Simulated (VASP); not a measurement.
# AlN: single point with PBE

The system is AlN.

```
Al N
1.0
     3.01142    0.00000    0.00000
    -1.50571    2.60796    0.00000
     0.00000    0.00000    4.77117
Al N
2 2
Direct
  0.33333 0.66667 0.99744
  0.66667 0.33333 0.49744
  0.33333 0.66667 0.38256
  0.66667 0.33333 0.88256
```

This cell differs from its parent crystal: volume scaled by 0.88, then relaxed in part.

```json
{"Program": "VASP 6.6.1", "Task": "single point", "Functional": "PBE", "Potentials or basis": "VASP PAW PBE potentials, release 64 (Al, N)", "Cutoff": "520 eV", "k mesh": "9 × 9 × 6", "Occupations": "gaussian, width 0.02 eV", "Spin": "no spin polarisation"}
```

- Pressure: 31.3 GPa
- Largest force: 0.006 eV/Å
- Band gap on the k mesh: 5.07 eV, indirect (least direct gap 5.11 eV)

Forces in eV/Å, atoms in the order of the input:
```
Al   0.000  0.000  0.006
Al   0.000  0.000  0.006
N    0.000  0.000 -0.006
N    0.000  0.000 -0.006
```

Levels at points of the mesh, in eV from the valence-band top:
```csv
k point,band 5,band 6,band 7,band 8,band 9,band 10,band 11,band 12
"(0.00, 0.00, 0.00)",-1.08,-0.38,-0.38,0.00,5.11,7.45,11.52,11.74
"(0.00, 0.00, 0.50)",-0.74,-0.74,-0.74,-0.74,7.32,7.32,11.20,11.20
```

It took 25 s on 1 thread of AMD EPYC 7R43 64-Core Processor (Zen 3), with other jobs on the host, peak memory 0.12 GiB.

 A k mesh can miss the band edges.
